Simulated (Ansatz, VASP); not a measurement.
**MgCdSe in VASP and in Ansatz**

```
CELL_PARAMETERS angstrom
2.63975 -2.62294 0.00000
2.63975 2.62294 0.00000
0.00000 0.00000 6.35419
ATOMIC_POSITIONS crystal
Mg 0.00000 0.00000 0.00000
Cd 0.00000 0.00000 0.50000
Se 0.50000 0.50000 0.00000
```

Alike in both runs: functional PBE; k mesh 4 × 4 × 4; occupations gaussian, width 0.1 eV; no spin polarisation.

Ansatz relaxed the structure, and its values are those at the end. VASP's run is a single point on that final structure, the one shown.

|  | VASP | Ansatz |
| --- | --- | --- |
| version | VASP 6.6.1 | Ansatz 0.2.0 |
| potentials or method | VASP PAW PBE potentials, release 64 (Mg, Cd, Se), cutoff 520 eV | scalar-relativistic, plane waves, PAW |
| valence electrons in the cell | 20 | 46 |

|  | VASP | Ansatz | Ansatz less VASP |
| --- | --- | --- | --- |
| gap on the k mesh at the Fermi level (eV) | 0.22 | 0.22 | +0.001 |
| least direct gap on the mesh (eV) | 0.26 | 0.27 | +0.010 |
| pressure (GPa) | 0.1 | 0.1 | +0.03 |

VASP's potentials hold 20 valence electrons a cell and Ansatz's 46, so a difference there can come from the potentials and not from the codes.

The k mesh is coarse, so the values compare programs but aren't converged.
